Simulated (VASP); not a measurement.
# Ga2O (P-6m2) in VASP: relaxation of cell and atoms with PBE

Aim: the relaxation of cell and atoms of Ga2O with PBE.

All numbers are computed with VASP 6.6.1; they aren't measurements. Logs are shortened: lines on timing, memory, paths and dates and some standing lists are left out, and cuts for length are marked.

### Step 1. The cell of the first run

It takes space group P-6m2 (No. 187, hexagonal). Conventional cell: a = 4.525 Å, b = 4.525 Å, c = 2.769 Å, α = 90.00°, β = 90.00°, γ = 120.00°. Within 3.4 Å of Ga (site symmetry -6m2) lie 3 O at 2.61 Å and 8 Ga at 2.77 to 2.96 Å. Ga (site symmetry -6m2) has 8 Ga at 2.77 to 2.96 Å and 6 O at 2.96 Å within 3.6 Å. O (site symmetry -6m2) has 9 Ga at 2.61 to 2.96 Å and 2 O at 2.77 Å within 3.4 Å.

The cell was generated, and may not be a known phase.

### Step 2. Relaxation of cell and atoms, PBE

INCAR reads:

```
SYSTEM = Ga2O
  PREC = Accurate
  ENCUT = 1340
  EDIFF = 1E-7
  ISMEAR = 0
  SIGMA = 0.1
  LREAL = .False.
  LASPH = .True.
  NELM = 120
  ALGO = Normal
  ISIF = 3
  LWAVE = .False.
  LCHARG = .False.
  GGA = PE
  IBRION = 2
  NSW = 90
  EDIFFG = -0.04
  GGA_COMPAT = .False.
  NELMIN = 4
```

KPOINTS reads:

```
regular mesh
0
Gamma
  6 6 6
  0 0 0
```

POSCAR reads:

```
Ga2O
1.0
    4.5253734800      0.0000000000      0.0000000000
   -2.2626867400      3.9190883900      0.0000000000
    0.0000000000      0.0000000000      2.7685676800
Ga O
2 1
Direct
    0.0000000000      0.0000000000      0.5000000000
    0.3333333300      0.6666666700      0.0000000000
    0.6666666700      0.3333333300      0.5000000000
```

Potentials or basis: VASP PAW PBE potentials, release 64 (Ga_d, O_h).

Run with:

```bash
$ cat potpaw_PBE.64/Ga_d/POTCAR potpaw_PBE.64/O_h/POTCAR > POTCAR
$ mpirun -np 1 vasp_std > vasp.out
```

OUTCAR:

```text
SYSTEM = Ga2O
   PREC = Accurate
   ENCUT = 1340
   EDIFF = 1E-7
   ISMEAR = 0
   LREAL = .False.
   LASPH = .True.
   NELM = 120
   ISIF = 3
   GGA = PE
   IBRION = 2
   NSW = 90
   EDIFFG = -0.04
   NELMIN = 4

 ion  position               nearest neighbor table
   1  0.000  0.000  0.500-
   2  0.333  0.667  0.000-
   3  0.667  0.333  0.500-

  LATTYP: Found a hexagonal cell.
 ALAT       =     4.5253734800
 C/A-ratio  =     0.6117876662

  Lattice vectors:

 A1 = (   4.5253734800,   0.0000000000,   0.0000000000)
 A2 = (  -2.2626867400,   3.9190883900,   0.0000000000)
 A3 = (   0.0000000000,   0.0000000000,   2.7685676800)

Analysis of symmetry for initial positions (statically):
=====================================================================
 Subroutine PRICEL returns:
 Original cell was already a primitive cell.

 Routine SETGRP: Setting up the symmetry group for a
 hexagonal supercell.

 Subroutine GETGRP returns: Found 12 space group operations
 (whereof 12 operations were pure point group operations)
 out of a pool of 24 trial point group operations.

The static configuration has the point symmetry D_3h.

Analysis of symmetry for dynamics (positions and initial velocities):
=====================================================================
 Subroutine PRICEL returns:
 Original cell was already a primitive cell.

 Routine SETGRP: Setting up the symmetry group for a
 hexagonal supercell.

 Subroutine GETGRP returns: Found 12 space group operations
 (whereof 12 operations were pure point group operations)
 out of a pool of 24 trial point group operations.

The dynamic configuration has the point symmetry D_3h.

 Subroutine INISYM returns: Found 12 space group operations
 (whereof 12 operations are pure point group operations),
 and found     1 'primitive' translations

----------------------------------------------------------------------------------------

                                     Primitive cell

  volume of cell :      49.1015

  direct lattice vectors                    reciprocal lattice vectors
     4.525373480  0.000000000  0.000000000     0.220976236  0.127580690  0.000000000
    -2.262686740  3.919088390  0.000000000     0.000000000  0.255161380  0.000000000
     0.000000000  0.000000000  2.768567680     0.000000000  0.000000000  0.361197599

  length of vectors
     4.525373480  4.525373475  2.768567680     0.255161379  0.255161380  0.361197599

  position of ions in fractional coordinates (direct lattice)
     0.000000000  0.000000000  0.500000000
     0.333333330  0.666666670  0.000000000
     0.666666670  0.333333330  0.500000000

  ion indices of the primitive-cell ions
   primitive index   ion index
                 1           1
                 2           2
                 3           3

----------------------------------------------------------------------------------------

 KPOINTS: regular mesh

Automatic generation of k-mesh.
 Grid dimensions read from file:
 generate k-points for:    6    6    6

 Generating k-lattice:

  Cartesian coordinates                     Fractional coordinates (reciprocal lattice)
     0.036829373  0.021263448  0.000000000     0.166666667  0.000000000  0.000000000
     0.000000000  0.042526897  0.000000000     0.000000000  0.166666667  0.000000000
     0.000000000  0.000000000  0.060199600     0.000000000  0.000000000  0.166666667

  Length of vectors
     0.042526897  0.042526897  0.060199600

  Shift w.r.t. Gamma in fractional coordinates (k-lattice)
     0.000000000  0.000000000  0.000000000

 Subroutine IBZKPT returns following result:
 ===========================================

 Found     28 irreducible k-points:

 Following reciprocal coordinates:
            Coordinates               Weight
  0.000000  0.000000  0.000000      1.000000
  0.166667  0.000000  0.000000      6.000000
  0.333333  0.000000  0.000000      6.000000
  0.500000  0.000000  0.000000      3.000000
  0.166667  0.166667  0.000000      6.000000
  0.333333  0.166667  0.000000     12.000000
[... 16 lines left out ...]
  0.166667  0.000000  0.500000      6.000000
  0.333333  0.000000  0.500000      6.000000
 [... further k-points ...]
   k-points           NKPTS =     28   k-points in BZ     NKDIM =     28   number of bands    NBANDS=     20
   number of dos      NEDOS =    301   number of ions     NIONS =      3
   total plane-waves  NPLWV = 104976
   dimension x,y,z NGX =    54 NGY =   54 NGZ =   36
   dimension x,y,z NGXF=   108 NGYF=  108 NGZF=   72
   ions per type =               2   1
   NGX,Y,Z   is equivalent  to a cutoff of  19.84, 19.84, 21.62 a.u.
   NGXF,Y,Z  is equivalent  to a cutoff of  39.68, 39.68, 43.23 a.u.
 SYSTEM =  Ga2O
   PREC   = accura    normal or accurate (medium, high low for compatibility)
   ISTART =      0    job   : 0-new  1-cont  2-samecut
   ICHARG =      2    charge: 1-file 2-atom 10-const
   ISPIN  =      1    spin polarized calculation?
   LNONCOLLINEAR =      F non collinear calculations
   LSORBIT =      F    spin-orbit coupling
   LASPH  =      T    aspherical Exc in radial PAW
   ENCUT  = 1340.0 eV  98.49 Ry    9.92 a.u.  13.51 13.51  8.26*2*pi/ulx,y,z
   NELM   =    120;   NELMIN=  4; NELMDL= -5     # of ELM steps
   EDIFF  = 0.1E-06   stopping-criterion for ELM
   LREAL  =      F    real-space projection
   EDIFFG = -.4E-01   stopping-criterion for IOM
   NSW    =     90    number of steps for IOM
   IBRION =      2    ionic relax: 0-MD 1-quasi-New 2-CG
   NFREE  =      1    steps in history (QN), initial steepest desc. (CG)
   ISIF   =      3    stress and relaxation
   ISYM   =      2    0-nonsym 1-usesym 2-fastsym
   POTIM  = 0.5000    time-step for ionic-motion
   TEBEG  =    0.0;   TEEND  =   0.0 temperature during run
   PSTRESS=    0.0 pullay stress
   NELECT =      32.0000    total number of electrons
   NUPDOWN=      -1.0000    fix difference up-down
   EMIN   =  10.00;   EMAX   =-10.00  energy-range for DOS
   EFERMI =   0.00;   METHOD = LEGACY
   ISMEAR =     0;   SIGMA  =   0.10  broadening in eV -4-tet -1-fermi 0-gaus
   EFERMI_NEDOS =   21; number of points for ismear=-14 and -15
   IALGO  =     38    algorithm
   IMIX   =      4    mixing-type and parameters
     AMIX     =   0.40;   BMIX     =  1.00
     AMIX_MAG =   1.60;   BMIX_MAG =  1.00
  volume/ion in A,a.u.               =      16.37       110.45
  Fermi-wavevector in a.u.,A,eV,Ry     =   1.419362  2.682206 27.410154  2.014589
  Thomas-Fermi vector in A             =   2.540391
   LORBIT       =      0    0 simple, 1 ext, 2 COOP (PROOUT), +10 PAW based schemes
   GGA     = PE    functional components
   LHFCALC =     F    Hartree Fock is set to
   AEXX    =    0.0000 exact exchange contribution
   IVDW    =     0    specifies the selected vdW correction
   LEPSILON=     F    determine dielectric tensor
   LRPA    =     F    only Hartree local field effects (RPA)
 conjugate gradient relaxation of ions
 non-spin polarized calculation
 Gauss-broadening in eV      SIGMA  =   0.10
  energy-cutoff  :     1340.00
  volume of cell :       49.10
 maximum number of plane-waves:      5524
   NGX = 27   NGY = 27   NGZ = 17

--------------------------------------- Ionic step        1  -------------------------------------------

 number of electron      32.0000001 magnetization

 Free energy of the ion-electron system (eV)
  ---------------------------------------------------
  ext. energy  EPLUGINS =         0.00000000
  ---------------------------------------------------
  free energy    TOTEN  =       -10.61920663 eV

  energy without entropy =      -10.60676369  energy(sigma->0) =      -10.61298516

------------------------ aborting loop because EDIFF is reached ----------------------------------------

  FORCE on cell =-STRESS in cart. coord.  units (eV):
  Direction    XX          YY          ZZ          XY          YZ          ZX
  --------------------------------------------------------------------------------------
  -------------------------------------------------------------------------------------
  Total       -3.8027975     -3.8027975      0.7354503      0.0000000      0.0000000     -0.0000000
  in kB     -124.0849623   -124.0849619     23.9976813      0.0000000      0.0000000     -0.0000000
  external PRESSURE =     -74.7240810 kB  Pullay stress =       0.0000000 kB
[... 92 lines left out ...]
  FREE ENERGIE OF THE ION-ELECTRON SYSTEM (eV)
  ---------------------------------------------------
  free  energy   TOTEN  =       -11.2083049253 eV

  energy  without entropy=      -11.2033276575  energy(sigma->0) =      -11.20581629

[... ionic steps 4 to 10 ...]

--------------------------------------- Ionic step       11  -------------------------------------------

 number of electron      32.0000009 magnetization

------------------------ aborting loop because EDIFF is reached ----------------------------------------

  FORCE on cell =-STRESS in cart. coord.  units (eV):
  Direction    XX          YY          ZZ          XY          YZ          ZX
  --------------------------------------------------------------------------------------
  -------------------------------------------------------------------------------------
  Total       -0.9404938     -0.9404938     -2.3264537      0.0000000      0.0000000      0.0000000
  in kB      -29.7213268    -29.7213267    -73.5201981      0.0000000      0.0000000      0.0000000
  external PRESSURE =     -44.3209505 kB  Pullay stress =       0.0000000 kB
[... 59 lines left out ...]
  energy  without entropy=      -11.9575543416  energy(sigma->0) =      -11.95856465

--------------------------------------- Ionic step       13  -------------------------------------------

 number of electron      32.0000002 magnetization

 Free energy of the ion-electron system (eV)
  ---------------------------------------------------
  ext. energy  EPLUGINS =         0.00000000
  ---------------------------------------------------
  free energy    TOTEN  =       -11.98715777 eV

  energy without entropy =      -11.98584012  energy(sigma->0) =      -11.98649895

 E-fermi :   5.4242     XC(G=0): -10.7800

 val. band max:        5.2614864611   @ k =   0.3333   0.3333   0.0000
 cond. band min:       5.5089323218   @ k =   0.1667   0.0000   0.0000
 fundamental gap:      0.2474458607
 Fermi energy:         5.4242233894

 k-point     1 :       0.0000    0.0000    0.0000
  band No.  band energies     occupation
      1     -14.2483      2.00000
      2     -10.0212      2.00000
      3     -10.0212      2.00000
      4      -9.9434      2.00000
      5      -9.9434      2.00000
      6      -9.8355      2.00000
[... 12 lines left out ...]
     19       9.2031      0.00000
[... 513 lines left out ...]
      4      -9.9444      2.00000
      5      -9.9312      2.00000
      6      -9.7367      2.00000
[... 12 lines left out ...]
     19       9.2466      0.00000
     20      11.9107      0.00000

 [... further k-points ...]

------------------------ aborting loop because EDIFF is reached ----------------------------------------

  FORCE on cell =-STRESS in cart. coord.  units (eV):
  Direction    XX          YY          ZZ          XY          YZ          ZX
  --------------------------------------------------------------------------------------
  -------------------------------------------------------------------------------------
  Total       -0.0196348     -0.0196348      0.0903615      0.0000000     -0.0000000      0.0000000
  in kB       -0.6620404     -0.6620404      3.0467844      0.0000000     -0.0000000      0.0000000
  external PRESSURE =       0.5742345 kB  Pullay stress =       0.0000000 kB
[... 18 lines left out ...]
  FREE ENERGIE OF THE ION-ELECTRON SYSTEM (eV)
  ---------------------------------------------------
  free  energy   TOTEN  =       -11.9871577688 eV

  energy  without entropy=      -11.9858401223  energy(sigma->0) =      -11.98649895

 reached required accuracy - stopping structural energy minimisation
```

It took 14 min on 1 thread of AMD EPYC 9R45 (Zen 5), shared host; peak memory 0.37 GiB.

Results:

```yaml
Free_energy: -11.9872 eV
Relaxed_volume: 15.84 Å³/atom
Relaxed_cell: a = 3.583 Å, b = 3.583 Å, c = 4.274 Å, α = 90.00°, β = 90.00°, γ = 120.00°
Space_group_after_relaxing_to_0.1_Å: P-6m2 (No. 187)
Energy_gained_by_relaxing: 456.0 meV/atom
Ionic_steps: 13
Pressure_after_relaxing: 0.1 GPa
Band_gap_on_the_k_mesh: zero (bands 16 and 17 overlap by 0.67 eV)
```

Step by step:
| step | energy change (eV) | largest force (eV/Å) | pressure (GPa) | volume (Å³) |
| --- | --- | --- | --- | --- |
| 1 | 0.0000 | 0.0000 | -7.47 | 49.10 |
| 2 | -0.4189 | 0.0000 | -2.91 | 43.79 |
| 3 | -0.5891 | 0.0000 | 8.16 | 38.84 |
| 4 | -0.7992 | 0.0000 | 10.95 | 39.13 |
| 5 | -0.8760 | 0.0000 | 14.75 | 39.02 |
| 6 | -1.1671 | 0.0000 | 4.82 | 43.48 |
| 7 | -1.2574 | 0.0000 | -1.09 | 47.55 |
| 8 | -1.2596 | 0.0000 | -2.13 | 48.45 |
| 9 | -1.2962 | 0.0000 | -2.43 | 48.93 |
| 10 | -1.3347 | 0.0000 | -2.93 | 49.66 |
| 11 | -1.2926 | 0.0000 | -4.43 | 50.70 |
| 12 | -1.3404 | 0.0000 | -3.08 | 49.89 |
| 13 | -1.3680 | 0.0000 | 0.06 | 47.52 |

Final structure:
```
CELL_PARAMETERS angstrom
3.58309 0.00000 0.00000
-1.79154 3.10305 0.00000
0.00000 0.00000 4.27372
ATOMIC_POSITIONS crystal
Ga 0.00000 0.00000 0.50000
Ga 0.33333 0.66667 0.00000
O 0.66667 0.33333 0.50000
```

Caveat: the k points lie up to 0.34 Å⁻¹ apart in the final cell, too coarse for converged energies and pressures of a metal; a cell axis changed by over 15 % at a fixed basis, so the end point is rough.

The gap in the log of VASP goes by the Fermi energy; the results here count the filled bands.